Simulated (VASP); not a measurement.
Set up this calculation in VASP 6.6.1, as the native input.

```yaml
Task: single point
Functional: LDA
Potentials_or_basis: VASP PAW LDA potentials, release 64 (Ga_d, As)
Cutoff: 520 eV
k_mesh: 7 × 5 × 1
Occupations: fermi-dirac, width 0.02 eV
Spin: no spin polarisation
Dipole_correction: yes
Further_INCAR_settings: ALGO = Normal; EDIFF = 1e-07; NBANDS = 36
```

The structure of GaAs lies in POSCAR:

```
GaAs
1.0
    3.9619516307      0.0000000000      0.0000000000
    0.0000000000      5.6030457296      0.0000000000
    0.0000000000      0.0000000000     19.9620000000
Ga As
3 3
Direct
    0.2500000000      0.1250000000      0.4007626583
    0.7500000000      0.6250000000      0.5000000000
    0.2500000000      0.1250000000      0.5992373417
    0.7500000000      0.8750000000      0.4007626583
    0.2500000000      0.3750000000      0.5000000000
    0.7500000000      0.8750000000      0.5992373417
```

These files were run (other wordings do the same):

INCAR

```
SYSTEM = GaAs
PREC = Accurate ; ENCUT = 520
EDIFF = 1E-7 ; ISMEAR = -1
SIGMA = 0.02 ; LREAL = .False.
LASPH = .True. ; NELM = 60
ALGO = Normal ; ISIF = 2
LWAVE = .False. ; LCHARG = .False.
LDIPOL = .True. ; IDIPOL = 3
DIPOL = 0.5 0.5 0.500 ; GGA = CA
NBANDS = 36
```

KPOINTS

```
Automatic mesh
0
Gamma
  7 5 1
  0 0 0
```

Potentials or basis: VASP PAW LDA potentials, release 64 (Ga_d, As).

Command:

```bash
$ cat potpaw_LDA.64/Ga_d/POTCAR potpaw_LDA.64/As/POTCAR > POTCAR
$ mpirun -np 1 vasp_std > vasp.out
```

It gave:

```
Largest force          : 1.261 eV/Å
Band gap on the k mesh : 0.02 eV (least direct gap 0.04 eV)
```

It took 11 min on 1 thread of Intel Xeon 8259CL, on a shared host, peak memory 0.43 GiB.
